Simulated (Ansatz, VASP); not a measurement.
# NaZnCl3 in VASP and in Ansatz

```xyz
5
Lattice="4.9309 0.0000 0.0000 0.0000 4.9309 0.0000 0.0000 0.0000 4.7980" Properties=species:S:1:pos:R:3 pbc="T T T"
Na    0.0000    0.0000    0.0000
Zn    2.4655    2.4655    2.3990
Cl    2.4655    2.4655    0.0000
Cl    2.4655    0.0000    2.3990
Cl    0.0000    2.4655    2.3990
```

Change from the starting cell: epitaxial_xy strain +1.5%.

Alike in both runs: task single point; functional r2SCAN; k mesh 6 × 6 × 6; no spin polarisation.

|  | VASP | Ansatz |
| --- | --- | --- |
| version | VASP 6.6.1 | Ansatz 0.2.0 |
| potentials or method | VASP PAW PBE potentials, release 64 (Na_pv, Zn, Cl) | plane waves, PAW |
| plane-wave cutoff (eV) | 520 | 500 |
| occupations | gaussian, width 0.01 eV | fixed |
| valence electrons in the cell | 40 | 42 |

Ansatz gave:

```
gap on the k mesh at the Fermi level (eV)                     : 2.27
pressure (GPa)                                                : -0.6
traceless stress, the component that is largest in VASP (GPa) : 0.64
```

Question: Estimate VASP's values.

Answer: gap on the k mesh at the Fermi level (eV): 2.28; pressure (GPa): -0.6; traceless stress, the component that is largest in VASP (GPa): 0.66.

VASP's potentials were made for PBE, not for r2SCAN. VASP's potentials hold 40 valence electrons a cell and Ansatz's 42, so a difference there can come from the potentials and not from the codes.
